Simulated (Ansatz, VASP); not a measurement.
# SiC2: VASP beside Ansatz

```
CELL_PARAMETERS angstrom
0.00000 0.00000 2.94688
4.54525 0.00000 0.00000
0.00000 4.54525 0.00000
ATOMIC_POSITIONS crystal
Si 0.00000 0.00000 0.00000
Si 0.50000 0.50000 0.50000
C 0.00000 0.29296 0.29296
C 0.50000 0.20704 0.79296
C 0.00000 0.70704 0.70704
C 0.50000 0.79296 0.20704
```

Alike in both runs: task single point; functional PBE; k mesh 8 × 6 × 6; occupations gaussian, width 0.1 eV; no spin polarisation.

|  | VASP | Ansatz |
| --- | --- | --- |
| version | VASP 6.6.1 | Ansatz 0.2.0 |
| potentials or method | VASP PAW PBE potentials, release 64 (Si, C), cutoff 520 eV | scalar-relativistic, plane waves, PAW |
| valence electrons in the cell | 24 | 24 |

|  | VASP | Ansatz | Ansatz less VASP |
| --- | --- | --- | --- |
| gap on the k mesh at the Fermi level (eV) | none | none | - |
| pressure (GPa) | -0.2 | -0.1 | +0.07 |
| traceless stress, the component that is largest in VASP (GPa) | -0.09 | -0.14 | -0.050 |
| rms of the force components (eV/Å) | 0.010 | 0.009 | -0.0009 |

Atom by atom the forces differ by 0.001 eV/Å (rms over components). A gap of «none» marks a metal or a gap that the smearing closes. The functional is the same, so the differences come from potentials, cutoffs and numerics.
